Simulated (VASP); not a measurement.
# Rb (Im-3m) in VASP: notebook, part 2 of 2

VASP 6.6.1. The steps go on from the part before.

### Step 3. Single point, PBE (volume scaled by 0.5)

File INCAR:

```
SYSTEM = Rb
PREC     = Accurate       ! precision mode
ENCUT    = 520            ! plane-wave cutoff, eV
EDIFF    = 1E-7           ! SCF threshold, eV
ISMEAR   = -1             ! smearing method
SIGMA    = 0.1            ! smearing width, eV
LREAL    = .False.        ! projectors in reciprocal space
LASPH    = .True.         ! aspherical terms in the spheres
NELM     = 100            ! most SCF steps
ALGO     = Normal         ! electronic algorithm
ISIF     = 2              ! what is computed and relaxed
LWAVE    = .False.        ! write WAVECAR
LCHARG   = .True.         ! write CHGCAR
GGA      = PE             ! functional
LELF     = .True.         ! ELF
LVHAR    = .True.       
NBANDS   = 10             ! bands
```

File KPOINTS:

```
regular mesh
0
Gamma
  10 10 10
  0 0 0
```

File POSCAR:

```
Rb
1.0
   -2.2508556417      2.2508556417      2.2508556417
    2.2508556417     -2.2508556417      2.2508556417
    2.2508556417      2.2508556417     -2.2508556417
Rb
1
Direct
    0.0000000000      0.0000000000      0.0000000000
```

Potentials or basis: VASP PAW PBE potentials, release 64 (Rb_sv).

Run with:

```console
cat potpaw_PBE.64/Rb_sv/POTCAR > POTCAR
mpirun -np 1 vasp_std > vasp.out
```

OUTCAR:

```text
SYSTEM = Rb
   PREC = Accurate
   ENCUT = 520
   EDIFF = 1E-7
   ISMEAR = -1
   LREAL = .False.
   LASPH = .True.
   NELM = 100
   ISIF = 2
   GGA = PE

 ion  position               nearest neighbor table
   1  0.000  0.000  0.000-

  LATTYP: Found a body centered cubic cell.
 ALAT       =     4.5017112834

  Lattice vectors:

 A1 = (  -2.2508556417,   2.2508556417,   2.2508556417)
 A2 = (   2.2508556417,  -2.2508556417,   2.2508556417)
 A3 = (   2.2508556417,   2.2508556417,  -2.2508556417)

Analysis of symmetry for initial positions (statically):
=====================================================================
 Subroutine PRICEL returns:
 Original cell was already a primitive cell.

 Routine SETGRP: Setting up the symmetry group for a
 body centered cubic supercell.

 Subroutine GETGRP returns: Found 48 space group operations
 (whereof 48 operations were pure point group operations)
 out of a pool of 48 trial point group operations.

The static configuration has the point symmetry O_h .

Analysis of symmetry for dynamics (positions and initial velocities):
=====================================================================
 Subroutine PRICEL returns:
 Original cell was already a primitive cell.

 Routine SETGRP: Setting up the symmetry group for a
 body centered cubic supercell.

 Subroutine GETGRP returns: Found 48 space group operations
 (whereof 48 operations were pure point group operations)
 out of a pool of 48 trial point group operations.

The dynamic configuration has the point symmetry O_h .

 Subroutine INISYM returns: Found 48 space group operations
 (whereof 48 operations are pure point group operations),
 and found     1 'primitive' translations

[... 108 lines left out ...]
   EFERMI_NEDOS =   21; number of points for ismear=-14 and -15
   IALGO  =     38    algorithm
   IMIX   =      4    mixing-type and parameters
     AMIX     =   0.40;   BMIX     =  1.00
     AMIX_MAG =   1.60;   BMIX_MAG =  1.00
  volume/ion in A,a.u.               =      45.61       307.82
  Fermi-wavevector in a.u.,A,eV,Ry     =   0.953062  1.801027 12.358553  0.908328
  Thomas-Fermi vector in A             =   2.081683
   LORBIT       =      0    0 simple, 1 ext, 2 COOP (PROOUT), +10 PAW based schemes
   GGA     = PE    functional components
   LHFCALC =     F    Hartree Fock is set to
   AEXX    =    0.0000 exact exchange contribution
   IVDW    =     0    specifies the selected vdW correction
   LEPSILON=     F    determine dielectric tensor
   LRPA    =     F    only Hartree local field effects (RPA)
 non-spin polarized calculation
  energy-cutoff  :      520.00
  volume of cell :       45.61
 maximum number of plane-waves:      1264
 NGX is ok and might be reduce to    30
   NGX = 15   NGY = 15   NGZ = 15

 number of electron       9.0000000 magnetization

 Free energy of the ion-electron system (eV)
  ---------------------------------------------------
  ext. energy  EPLUGINS =         0.00000000
  ---------------------------------------------------
  free energy    TOTEN  =        -0.39558888 eV

  energy without entropy =       -0.36371420  energy(sigma->0) =       -0.37965154

 E-fermi :   2.3052     XC(G=0):  -7.4652

 val. band max:        2.2777311657   @ k =   0.3000   0.1000   0.1000
 cond. band min:       2.3657318525   @ k =  -0.3000   0.3000   0.3000
 fundamental gap:      0.0880006868
 Fermi energy:         2.3052189163

 k-point     1 :       0.0000    0.0000    0.0000
  band No.  band energies     occupation
      1     -26.6793      2.00000
      2     -10.4249      2.00000
      3     -10.4249      2.00000
      4     -10.4249      2.00000
      5      -0.6371      2.00000
      6       6.4137      0.00000
      7       6.4137      0.00000
      8       6.4137      0.00000
      9       8.0175      0.00000
     10       8.0175      0.00000
[... 287 lines left out ...]
 k-point    24 :      -0.3000    0.3000    0.1000
  band No.  band energies     occupation
      1     -26.6156      2.00000
      2     -10.9619      2.00000
      3     -10.6088      2.00000
      4     -10.4907      2.00000
      5       1.3087      1.99991
      6       4.5064      0.00000
      7       5.2948      0.00000
      8       6.8721      0.00000
      9       8.3932      0.00000
     10       8.9426      0.00000

 [... further k-points ...]
[... 5 lines left out ...]
  --------------------------------------------------------------------------------------
  -------------------------------------------------------------------------------------
  Total        1.8575122      1.8575122      1.8575122      0.0000000      0.0000000      0.0000000
  in kB       65.2438128     65.2438128     65.2438128      0.0000000      0.0000000      0.0000000
  external PRESSURE =      65.2438128 kB  Pullay stress =       0.0000000 kB

 VOLUME and BASIS-vectors are now :
 -----------------------------------------------------------------------------
  energy-cutoff  :      520.00
  volume of cell :       45.61
      direct lattice vectors                 reciprocal lattice vectors
    -2.250855642  2.250855642  2.250855642     0.000000000  0.222137747  0.222137747
     2.250855642 -2.250855642  2.250855642     0.222137747  0.000000000  0.222137747
     2.250855642  2.250855642 -2.250855642     0.222137747  0.222137747  0.000000000

 POSITION                                       TOTAL-FORCE (eV/Angst)
 -----------------------------------------------------------------------------------
      0.00000      0.00000      0.00000         0.000000      0.000000     -0.000000
 -----------------------------------------------------------------------------------
    total drift:                               -0.000000     -0.000000      0.000000

  FREE ENERGIE OF THE ION-ELECTRON SYSTEM (eV)
  ---------------------------------------------------
  free  energy   TOTEN  =        -0.3955888756 eV

  energy  without entropy=       -0.3637142031  energy(sigma->0) =       -0.37965154
```

OSZICAR:

```text
N       E                     dE             d eps       ncg     rms          rms(c)
DAV:   1     0.323047274128E+02    0.32305E+02   -0.40652E+03   940   0.738E+02
DAV:   2     0.923968685291E+00   -0.31381E+02   -0.30652E+02  1098   0.130E+02
DAV:   3    -0.370328089575E+00   -0.12943E+01   -0.12872E+01  1258   0.245E+01
DAV:   4    -0.400690844697E+00   -0.30363E-01   -0.30329E-01  1214   0.338E+00
DAV:   5    -0.402067022453E+00   -0.13762E-02   -0.13760E-02  1292   0.484E-01    0.281E+00
DAV:   6    -0.395610022684E+00    0.64570E-02   -0.11457E-02  1066   0.628E-01    0.180E+00
DAV:   7    -0.395663623431E+00   -0.53601E-04   -0.19439E-02  1198   0.831E-01    0.217E-01
DAV:   8    -0.395586672486E+00    0.76951E-04   -0.19257E-03  1048   0.304E-01    0.244E-02
DAV:   9    -0.395587496637E+00   -0.82415E-06   -0.62533E-05  1164   0.519E-02    0.122E-02
DAV:  10    -0.395588921551E+00   -0.14249E-05   -0.32772E-06  1178   0.125E-02    0.344E-03
DAV:  11    -0.395588875559E+00    0.45991E-07   -0.11519E-07  1108   0.229E-03
   1 F= -.39558888E+00 E0= -.37965154E+00  d E =-.318747E-01
```

stdout:

```text
POSCAR found type information on POSCAR Rb
 POSCAR found :  1 types and       1 ions
 scaLAPACK will be used
 LDA part: xc-table for (Slater+PW92), standard interpolation
 POSCAR, INCAR and KPOINTS ok, starting setup
 FFT: planning ... GRIDC
 FFT: planning ... GRID_SOFT
 FFT: planning ... GRID
 WAVECAR not read
 entering main loop
```

Wall time 24 s (1 thread of AMD EPYC 7R43 (Zen 3), shared host); peak memory 0.14 GiB.

Results:

```yaml
Free_energy: -0.3956 eV
Pressure: 6.5 GPa
```

### Step 4. Single point, PBE (volume scaled by 0.58)

File INCAR:

```
PREC = Accurate
ENCUT = 520
EDIFF = 1E-6
ISMEAR = -1
SIGMA = 0.1
LREAL = F
LASPH = T
NELM = 100
ALGO = Normal
ISIF = 2
LWAVE = F
LCHARG = F
GGA = PE
NBANDS = 10
```

File KPOINTS:

```
regular mesh
0
Gamma
  10 10 10
```

File POSCAR:

```
Rb
1.0
   -2.3650135804      2.3650135804      2.3650135804
    2.3650135804     -2.3650135804      2.3650135804
    2.3650135804      2.3650135804     -2.3650135804
Rb
1
Direct
    0.0000000000      0.0000000000      0.0000000000
```

Potentials or basis: VASP PAW PBE potentials, release 64 (Rb_sv).

Run with:

```console
cat potpaw_PBE.64/Rb_sv/POTCAR > POTCAR
mpirun -np 1 vasp_std > vasp.out
```

OUTCAR:

```text
PREC = Accurate
   ENCUT = 520
   EDIFF = 1E-6
   ISMEAR = -1
   LREAL = F
   LASPH = T
   NELM = 100
   ISIF = 2
   GGA = PE

 ion  position               nearest neighbor table
   1  0.000  0.000  0.000-

  LATTYP: Found a body centered cubic cell.
 ALAT       =     4.7300271608

  Lattice vectors:

 A1 = (  -2.3650135804,   2.3650135804,   2.3650135804)
 A2 = (   2.3650135804,  -2.3650135804,   2.3650135804)
 A3 = (   2.3650135804,   2.3650135804,  -2.3650135804)

[... 479 lines left out ...]
      1     -27.1646      2.00000
      2     -11.4253      2.00000
      3     -11.1963      2.00000
      4     -11.1148      2.00000
      5       0.6460      1.99993
      6       3.8872      0.00000
      7       4.7011      0.00000
      8       6.0780      0.00000
      9       7.4251      0.00000
     10       7.9386      0.00000

 [... further k-points ...]
[... 5 lines left out ...]
  --------------------------------------------------------------------------------------
  -------------------------------------------------------------------------------------
  Total        1.3302354      1.3302354      1.3302354     -0.0000000     -0.0000000     -0.0000000
  in kB       40.2789530     40.2789530     40.2789530     -0.0000000     -0.0000000     -0.0000000
  external PRESSURE =      40.2789530 kB  Pullay stress =       0.0000000 kB

 VOLUME and BASIS-vectors are now :
 -----------------------------------------------------------------------------
  energy-cutoff  :      520.00
  volume of cell :       52.91
      direct lattice vectors                 reciprocal lattice vectors
    -2.365013580  2.365013580  2.365013580     0.000000000  0.211415276  0.211415276
     2.365013580 -2.365013580  2.365013580     0.211415276  0.000000000  0.211415276
     2.365013580  2.365013580 -2.365013580     0.211415276  0.211415276  0.000000000

 POSITION                                       TOTAL-FORCE (eV/Angst)
 -----------------------------------------------------------------------------------
      0.00000      0.00000      0.00000        -0.000000     -0.000000      0.000000
 -----------------------------------------------------------------------------------
    total drift:                               -0.000000     -0.000000      0.000000

  FREE ENERGIE OF THE ION-ELECTRON SYSTEM (eV)
  ---------------------------------------------------
  free  energy   TOTEN  =        -0.6315029406 eV

  energy  without entropy=       -0.5983820094  energy(sigma->0) =       -0.61494247
```

OSZICAR:

```text
N       E                     dE             d eps       ncg     rms          rms(c)
DAV:   1     0.350776745204E+02    0.35078E+02   -0.38043E+03   940   0.714E+02
DAV:   2     0.111698148879E+01   -0.33961E+02   -0.33081E+02  1098   0.130E+02
DAV:   3    -0.580861490409E+00   -0.16978E+01   -0.16885E+01  1284   0.274E+01
DAV:   4    -0.632836676585E+00   -0.51975E-01   -0.51846E-01  1216   0.402E+00
DAV:   5    -0.635207677738E+00   -0.23710E-02   -0.23705E-02  1302   0.565E-01    0.243E+00
DAV:   6    -0.631427543368E+00    0.37801E-02   -0.75030E-03  1116   0.495E-01    0.155E+00
DAV:   7    -0.631503798283E+00   -0.76255E-04   -0.12366E-02  1128   0.650E-01    0.147E-01
DAV:   8    -0.631496883595E+00    0.69147E-05   -0.11512E-03  1048   0.237E-01    0.178E-02
DAV:   9    -0.631502266575E+00   -0.53830E-05   -0.26499E-05  1180   0.361E-02    0.844E-03
DAV:  10    -0.631502940575E+00   -0.67400E-06   -0.17095E-06  1034   0.853E-03
   1 F= -.63150294E+00 E0= -.61494247E+00  d E =-.331209E-01
```

Wall time 18 s (1 thread of AMD EPYC 7R43 (Zen 3), shared host); peak memory 0.14 GiB.

What came out:

```
Free energy : -0.6315 eV
Pressure    : 4.0 GPa
```

Levels at points of the mesh, in eV from the Fermi level:
```
           k point  band 2  band 3  band 4  band 5  band 6  band 7  band 8  band 9
(0.00, 0.00, 0.00)  -12.74  -12.74  -12.74   -2.75    4.06    4.06    4.06    5.48
(0.50, 0.00, 0.00)  -13.28  -12.91  -12.75   -0.08    1.51    2.47    5.44    6.43
(0.50, 0.50, 0.50)  -13.10  -13.10  -13.10    0.59    0.59    5.11    5.11    5.11
```

### Step 5. Single point, PBE (volume scaled by 0.58)

File INCAR:

```
SYSTEM = Rb
  PREC = Accurate
  ENCUT = 520
  EDIFF = 1E-6
  ISMEAR = -1
  SIGMA = 0.1
  LREAL = .False.
  LASPH = .True.
  NELM = 100
  ALGO = Normal
  ISIF = 2
  LWAVE = .False.
  LCHARG = .False.
  GGA = PE
  NBANDS = 10
```

File KPOINTS:

```
regular mesh
0
Gamma
  10 10 10
  0 0 0
```

POSCAR is that of step 4.

Run with:

```console
cat potpaw_PBE.64/Rb_sv/POTCAR > POTCAR
mpirun -np 1 vasp_std > vasp.out
```

Wall time 17 s (1 thread of AMD EPYC 7R43 (Zen 3), shared host); peak memory 0.13 GiB.

The run converged. Its results:

```
Free energy : -0.6315 eV
Pressure    : 4.0 GPa
```

Levels at points of the mesh, in eV from the Fermi level:
```
           k point  band 1  band 2  band 3  band 4  band 5  band 6  band 7  band 8  band 9  band 10
(0.00, 0.00, 0.00)  -28.87  -12.74  -12.74  -12.74   -2.75    4.06    4.06    4.06    5.48     5.48
(0.50, 0.00, 0.00)  -28.82  -13.28  -12.91  -12.75   -0.08    1.51    2.47    5.44    6.43     6.77
(0.50, 0.50, 0.50)  -28.79  -13.10  -13.10  -13.10    0.59    0.59    5.11    5.11    5.11     7.62
```
